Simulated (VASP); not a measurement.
A run of VASP 6.6.1 is set up as follows.

File INCAR:

```
SYSTEM = NaCl
PREC = Accurate ; ENCUT = 600
EDIFF = 1E-6 ; ISMEAR = -1
SIGMA = 0.05 ; LREAL = .False.
LASPH = .True. ; NELM = 60
ALGO = Normal ; ISIF = 3
LWAVE = .False. ; LCHARG = .False.
GGA = PS ; IBRION = 2
NSW = 80 ; EDIFFG = -0.02
```

Contents of KPOINTS:

```
Automatic mesh
0
Gamma
  8 8 8
  0 0 0
```

Contents of POSCAR:

```
NaCl
1.0
    0.0000000000      2.7940632177      2.7940632177
    2.7940632177      0.0000000000      2.7940632177
    2.7940632177      2.7940632177      0.0000000000
Cl Na
1 1
Direct
    0.5000000000      0.5000000000      0.5000000000
    0.0000000000      0.0000000000      0.0000000000
```

Potentials or basis: VASP PAW PBE potentials, release 64 (Cl, Na_pv).

Command:

```bash
$ cat potpaw_PBE.64/Cl/POTCAR potpaw_PBE.64/Na_pv/POTCAR > POTCAR
$ mpirun -np 1 vasp_std > vasp.out
```

**Question.** Predict the relaxed cell.

**Answer.** a = 3.958 Å, b = 3.958 Å, c = 3.958 Å, α = 60.00°, β = 60.00°, γ = 60.00°.

**Question.** Estimate the relaxed volume.

**Answer.** 21.92 Å³/atom.

Step by step:
| step | energy change (eV) | largest force (eV/Å) | pressure (GPa) | volume (Å³) |
| --- | --- | --- | --- | --- |
| 1 | 0.0000 | 0.0000 | 0.25 | 43.63 |
| 2 | -0.0002 | 0.0000 | 0.07 | 43.84 |

Caveat: the PAW data sets were made with another functional, which shifts forces and pressure a little.
